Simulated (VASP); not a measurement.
# W (R-3m) in VASP: a series of runs

Runs on W. Level: LDA. Tasks: single point.

Everything below comes from runs of VASP 6.6.1. Logs are shortened: lines on timing, memory, paths and dates and some standing lists are left out, and cuts for length are marked.

### 1 The cell of the first run

It takes space group R-3m (No. 166, trigonal). The conventional cell has a = 4.147 Å, b = 4.147 Å, c = 2.825 Å, α = 90.00°, β = 90.00°, γ = 120.00°. Within 3.4 Å of W (site symmetry -3m) lie 14 W at 2.57 to 3.05 Å.

### 2 Single point, LDA

The input, INCAR:

```
PREC     = Accurate       # precision mode
ENCUT    = 520            # plane-wave cutoff, eV
EDIFF    = 1E-6           # SCF threshold, eV
ISMEAR   = 0              # smearing method
SIGMA    = 0.15           # smearing width, eV
LREAL    = False          # projectors in reciprocal space
LASPH    = True           # aspherical terms in the spheres
NELM     = 80             # most SCF steps
ALGO     = Fast           # electronic algorithm
ISIF     = 2              # what is computed and relaxed
LWAVE    = False          # write WAVECAR
LCHARG   = False          # write CHGCAR
NBANDS   = 13             # bands
```

The input, KPOINTS:

```
regular mesh
0
Gamma
  20 20 20
```

The input, POSCAR:

```
W
1.0
   -1.4112702291      1.5210356913      1.5210356913
    1.5210356913     -1.4112702291      1.5210356913
    1.5210356913      1.5210356913     -1.4112702291
W
1
Direct
    0.0000000000      0.0000000000      0.0000000000
```

Potentials or basis: VASP PAW LDA potentials, release 64 (W_sv).

The run is started by

```
$ cat potpaw_LDA.64/W_sv/POTCAR > POTCAR
$ mpirun -np 1 vasp_std > vasp.out
```

OUTCAR:

```text
PREC = Accurate
   ENCUT = 520
   EDIFF = 1E-6
   ISMEAR = 0
   LREAL = False
   LASPH = True
   NELM = 80
   ISIF = 2

 ion  position               nearest neighbor table
   1  0.000  0.000  0.000-

  LATTYP: Found a trigonal (rhomboedric) cell.
 ALAT       =     2.5726995176
 COS(alpha) =    -0.2990935434

  Lattice vectors:

 A1 = (  -1.4112702291,   1.5210356913,   1.5210356913)
 A2 = (   1.5210356913,  -1.4112702291,   1.5210356913)
 A3 = (   1.5210356913,   1.5210356913,  -1.4112702291)

Analysis of symmetry for initial positions (statically):
=====================================================================
 Subroutine PRICEL returns:
 Original cell was already a primitive cell.

 Routine SETGRP: Setting up the symmetry group for a
 trigonal (rhombohedral) supercell.

 Subroutine GETGRP returns: Found 12 space group operations
 (whereof 12 operations were pure point group operations)
 out of a pool of 12 trial point group operations.

The static configuration has the point symmetry D_3d.

Analysis of symmetry for dynamics (positions and initial velocities):
=====================================================================
 Subroutine PRICEL returns:
 Original cell was already a primitive cell.

 Routine SETGRP: Setting up the symmetry group for a
 trigonal (rhombohedral) supercell.

 Subroutine GETGRP returns: Found 12 space group operations
 (whereof 12 operations were pure point group operations)
 out of a pool of 12 trial point group operations.

The dynamic configuration has the point symmetry D_3d.

 Subroutine INISYM returns: Found 12 space group operations
 (whereof 12 operations are pure point group operations),
 and found     1 'primitive' translations

----------------------------------------------------------------------------------------

                                     Primitive cell

  volume of cell :      14.0223

  direct lattice vectors                    reciprocal lattice vectors
    -1.411270229  1.521035691  1.521035691    -0.022953844  0.318074694  0.318074694
     1.521035691 -1.411270229  1.521035691     0.318074694 -0.022953844  0.318074694
     1.521035691  1.521035691 -1.411270229     0.318074694  0.318074694 -0.022953844

  length of vectors
     2.572699518  2.572699518  2.572699518     0.450410813  0.450410813  0.450410813

  position of ions in fractional coordinates (direct lattice)
     0.000000000  0.000000000  0.000000000

  ion indices of the primitive-cell ions
   primitive index   ion index
                 1           1

[... 80 lines left out ...]
   TEBEG  =    0.0;   TEEND  =   0.0 temperature during run
   PSTRESS=    0.0 pullay stress
   NELECT =      14.0000    total number of electrons
   NUPDOWN=      -1.0000    fix difference up-down
   EMIN   =  10.00;   EMAX   =-10.00  energy-range for DOS
   EFERMI =   0.00;   METHOD = LEGACY
   ISMEAR =     0;   SIGMA  =   0.15  broadening in eV -4-tet -1-fermi 0-gaus
   EFERMI_NEDOS =   21; number of points for ismear=-14 and -15
   IALGO  =     68    algorithm
   IMIX   =      4    mixing-type and parameters
     AMIX     =   0.40;   BMIX     =  1.00
     AMIX_MAG =   1.60;   BMIX_MAG =  1.00
  volume/ion in A,a.u.               =      14.02        94.63
  Fermi-wavevector in a.u.,A,eV,Ry     =   1.636230  3.092026 36.426174  2.677248
  Thomas-Fermi vector in A             =   2.727571
   LORBIT       =      0    0 simple, 1 ext, 2 COOP (PROOUT), +10 PAW based schemes
   GGA     = CA    functional components
   LHFCALC =     F    Hartree Fock is set to
   AEXX    =    0.0000 exact exchange contribution
   IVDW    =     0    specifies the selected vdW correction
   LEPSILON=     F    determine dielectric tensor
   LRPA    =     F    only Hartree local field effects (RPA)
 non-spin polarized calculation
 RMM-DIIS sequential band-by-band and
 Gauss-broadening in eV      SIGMA  =   0.15
  energy-cutoff  :      520.00
  volume of cell :       14.02
 maximum number of plane-waves:       391
   NGX =  9   NGY =  9   NGZ =  9

 number of electron      14.0000001 magnetization

 Free energy of the ion-electron system (eV)
  ---------------------------------------------------
  ext. energy  EPLUGINS =         0.00000000
  ---------------------------------------------------
  free energy    TOTEN  =       -13.81146474 eV

  energy without entropy =      -13.80669264  energy(sigma->0) =      -13.80907869

 E-fermi :  13.2946     XC(G=0): -14.5206

 val. band max:       13.2739096023   @ k =  -0.1500   0.2000   0.1000
 cond. band min:      13.2986771257   @ k =  -0.2000   0.5000   0.2000
 fundamental gap:      0.0247675235
 Fermi energy:        13.2945788886

 k-point     1 :       0.0000    0.0000    0.0000
  band No.  band energies     occupation
      1     -60.4486      2.00000
      2     -24.2133      2.00000
      3     -23.8812      2.00000
      4     -23.8812      2.00000
      5       3.0337      2.00000
      6      10.7804      2.00000
      7      10.7804      2.00000
      8      13.1362      1.86463
      9      16.0250      0.00000
     10      16.0250      0.00000
     11      27.4660      0.00000
     12      27.4660      0.00000
     13      29.4990      0.00000
[... 354 lines left out ...]
  band No.  band energies     occupation
      1     -60.2898      2.00000
      2     -25.5313      2.00000
      3     -24.3240      2.00000
      4     -23.9150      2.00000
      5       6.2493      2.00000
      6       9.3213      2.00000
      7      11.1791      2.00000
      8      15.9060      0.00000
      9      16.5935      0.00000
     10      17.2537      0.00000
     11      27.7853      0.00000
     12      28.8633      0.00000
     13      34.2357      0.00000

 [... further k-points ...]

------------------------ aborting loop because EDIFF is reached ----------------------------------------

  FORCE on cell =-STRESS in cart. coord.  units (eV):
  Direction    XX          YY          ZZ          XY          YZ          ZX
  --------------------------------------------------------------------------------------
  -------------------------------------------------------------------------------------
  Total        3.9060530      3.9060530      3.9060530     -1.0761225     -1.0761225     -1.0761225
  in kB      446.3023278    446.3023278    446.3023278   -122.9568551   -122.9568551   -122.9568551
  external PRESSURE =     446.3023278 kB  Pullay stress =       0.0000000 kB

 VOLUME and BASIS-vectors are now :
 -----------------------------------------------------------------------------
  energy-cutoff  :      520.00
  volume of cell :       14.02
      direct lattice vectors                 reciprocal lattice vectors
    -1.411270229  1.521035691  1.521035691    -0.022953844  0.318074694  0.318074694
     1.521035691 -1.411270229  1.521035691     0.318074694 -0.022953844  0.318074694
     1.521035691  1.521035691 -1.411270229     0.318074694  0.318074694 -0.022953844

 POSITION                                       TOTAL-FORCE (eV/Angst)
 -----------------------------------------------------------------------------------
      0.00000      0.00000      0.00000        -0.000000      0.000000     -0.000000
 -----------------------------------------------------------------------------------
    total drift:                                0.000000      0.000000      0.000000

  FREE ENERGIE OF THE ION-ELECTRON SYSTEM (eV)
  ---------------------------------------------------
  free  energy   TOTEN  =       -13.8114647445 eV

  energy  without entropy=      -13.8066926442  energy(sigma->0) =      -13.80907869
```

OSZICAR:

```text
N       E                     dE             d eps       ncg     rms          rms(c)
DAV:   1     0.829757274022E+02    0.82976E+02   -0.74522E+03 20492   0.125E+03
DAV:   2    -0.128464768117E+02   -0.95822E+02   -0.91960E+02 22711   0.320E+02
DAV:   3    -0.143787501800E+02   -0.15323E+01   -0.15284E+01 22476   0.391E+01
DAV:   4    -0.143839587235E+02   -0.52085E-02   -0.52084E-02 22621   0.251E+00
DAV:   5    -0.143839944920E+02   -0.35768E-04   -0.35769E-04 22721   0.196E-01    0.267E+01
RMM:   6    -0.139469295551E+02    0.43706E+00   -0.27501E-01 21865   0.486E+00    0.121E+01
RMM:   7    -0.138154354698E+02    0.13149E+00   -0.21563E-01 22224   0.432E+00    0.456E-01
RMM:   8    -0.138114313397E+02    0.40041E-02   -0.91028E-03 25494   0.111E+00    0.146E-01
RMM:   9    -0.138114514119E+02   -0.20072E-04   -0.13449E-03 24671   0.457E-01    0.620E-02
RMM:  10    -0.138114669808E+02   -0.15569E-04   -0.15763E-04 27179   0.164E-01    0.305E-02
RMM:  11    -0.138114635513E+02    0.34296E-05   -0.47693E-05 25436   0.862E-02    0.431E-03
RMM:  12    -0.138114646329E+02   -0.10816E-05   -0.11860E-05 23202   0.409E-02    0.366E-03
RMM:  13    -0.138114647445E+02   -0.11165E-06   -0.12867E-06 17018   0.134E-02
   1 F= -.13811465E+02 E0= -.13809079E+02  d E =-.477210E-02
```

Wall time 2.9 min (1 thread of Intel Xeon Platinum 8375C at 2.90GHz (Ice Lake), shared host); peak memory 0.24 GiB.

What came out:

| Property | Result |
| --- | --- |
| Free energy | -13.8115 eV |
| Pressure | 44.6 GPa |
| Band gap on the k mesh | zero (bands 7 and 8 overlap by 5.07 eV) |

Caveat: the cell stands under pressure; spin-orbit coupling is left out, which moves the levels of the heavy elements.

### 3 Single point, LDA

This run uses another cell than the first one, of the same volume but with other edges.

The input, INCAR:

```
SYSTEM = W
PREC     = Accurate       ! precision mode
ENCUT    = 520            ! plane-wave cutoff, eV
EDIFF    = 1E-6           ! SCF threshold, eV
ISMEAR   = 0              ! smearing method
SIGMA    = 0.15           ! smearing width, eV
LREAL    = .False.        ! projectors in reciprocal space
LASPH    = .True.         ! aspherical terms in the spheres
NELM     = 100            ! most SCF steps
ALGO     = Fast           ! electronic algorithm
ISIF     = 2              ! what is computed and relaxed
LWAVE    = .False.        ! write WAVECAR
LCHARG   = .True.         ! write CHGCAR
GGA      = CA             ! functional
LELF     = .True.         ! ELF
LVHAR    = .True.       
NBANDS   = 13             ! bands
```

The input, KPOINTS:

```
regular mesh
0
Gamma
  20 20 20
  0 0 0
```

The input, POSCAR:

```
W
1.0
   -1.6308011536      1.5210356913      1.5210356913
    1.5210356913     -1.6308011536      1.5210356913
    1.5210356913      1.5210356913     -1.6308011536
W
1
Direct
    0.0000000000      0.0000000000      0.0000000000
```

Potentials or basis: VASP PAW LDA potentials, release 64 (W_sv).

The run is started by

```
$ cat potpaw_LDA.64/W_sv/POTCAR > POTCAR
$ mpirun -np 1 vasp_std > vasp.out
```

It took 2.9 min on 1 thread of Intel Xeon Platinum 8375C at 2.90GHz (Ice Lake), shared host; peak memory 0.23 GiB.

It converged, with:

| Item | Value |
| --- | --- |
| Free energy | -13.7518 eV |
| Pressure | 46.0 GPa |
| Band gap on the k mesh | zero (bands 7 and 8 overlap by 6.45 eV) |

Stress tensor (GPa, compression positive):
```
46.03 20.60 20.60
20.60 46.03 20.60
20.60 20.60 46.03
```

Levels at points of the mesh, in eV from the Fermi level:
```csv
k point,band 4,band 5,band 6,band 7,band 8,band 9,band 10,band 11
"(0.00, 0.00, 0.00)",-36.92,-10.27,-3.09,-1.24,-1.24,2.89,2.89,13.33
"(0.50, 0.00, 0.00)",-37.40,-7.20,-4.17,1.87,1.98,2.60,7.30,11.22
"(0.50, 0.50, 0.00)",-37.03,-7.23,-4.73,0.63,3.25,4.25,6.63,11.89
"(0.50, 0.50, 0.50)",-38.42,-7.05,-7.05,5.02,5.02,7.59,8.79,8.79
```

Caveat: the cell stands under pressure; spin-orbit coupling is left out, which moves the levels of the heavy elements.

### 4 Single point, LDA

This run uses another cell than the first one, of 15.36 Å³/atom.

The input, INCAR:

```
PREC = Accurate
ENCUT = 520
EDIFF = 1E-6
ISMEAR = 0
SIGMA = 0.15
LREAL = F
LASPH = T
NELM = 60
ALGO = Fast
ISIF = 2
LWAVE = F
LCHARG = F
NBANDS = 13
```

The input, KPOINTS:

```
regular mesh
0
Gamma
  20 20 20
```

The input, POSCAR:

```
W
1.0
   -1.6778434946      1.5680780323      1.5680780323
    1.5680780323     -1.6778434946      1.5680780323
    1.5680780323      1.5680780323     -1.6778434946
W
1
Direct
    0.0000000000      0.0000000000      0.0000000000
```

The run is started by

```
$ cat potpaw_LDA.64/W_sv/POTCAR > POTCAR
$ mpirun -np 1 vasp_std > vasp.out
```

Run time: 5.1 min. Hardware: 1 thread of AMD EPYC 7R13, shared host; peak memory 0.23 GiB.

The run converged. Its results:

* Free energy: -13.9711 eV
* Pressure: 6.5 GPa
* Band gap on the k mesh: zero (bands 7 and 8 overlap by 5.70 eV)

Stress tensor (GPa, compression positive):
```
 6.53 14.75 14.75
14.75  6.53 14.75
14.75 14.75  6.53
```

Levels at points of the mesh, in eV from the Fermi level:
```csv
k point,band 4,band 5,band 6,band 7,band 8,band 9,band 10,band 11
"(0.00, 0.00, 0.00)",-37.23,-9.77,-2.70,-1.05,-1.05,2.62,2.62,13.30
"(0.50, 0.00, 0.00)",-37.61,-6.48,-3.65,1.54,1.67,2.36,6.43,11.10
"(0.50, 0.50, 0.00)",-37.31,-6.60,-4.17,0.30,2.87,3.75,5.85,10.43
"(0.50, 0.50, 0.50)",-38.38,-6.20,-6.20,4.48,4.48,6.68,8.15,8.15
```

Caveat: the cell stands under pressure; spin-orbit coupling is left out, which moves the levels of the heavy elements.

### 5 Summary

| cell | gap on the mesh (eV) | pressure (GPa) |
| --- | --- | --- |
| a = 2.573 Å, angles 107.4°, 1 atom | none | 44.6 |
| a = 2.699 Å, angles 111.3°, 1 atom | none | 46.0 |
| a = 2.781 Å, angles 111.3°, 1 atom | none | 6.5 |

Alike in all rows: task single point; level LDA; potentials or basis VASP PAW LDA potentials, release 64 (W_sv); no spin polarisation; k mesh 20 × 20 × 20; cutoff (eV) 520; smearing gaussian 0.15 eV.

Caveats: the cell stands under pressure; spin-orbit coupling is left out, which moves the levels of the heavy elements.

Absolute energies hang on the potentials; compare differences alone.
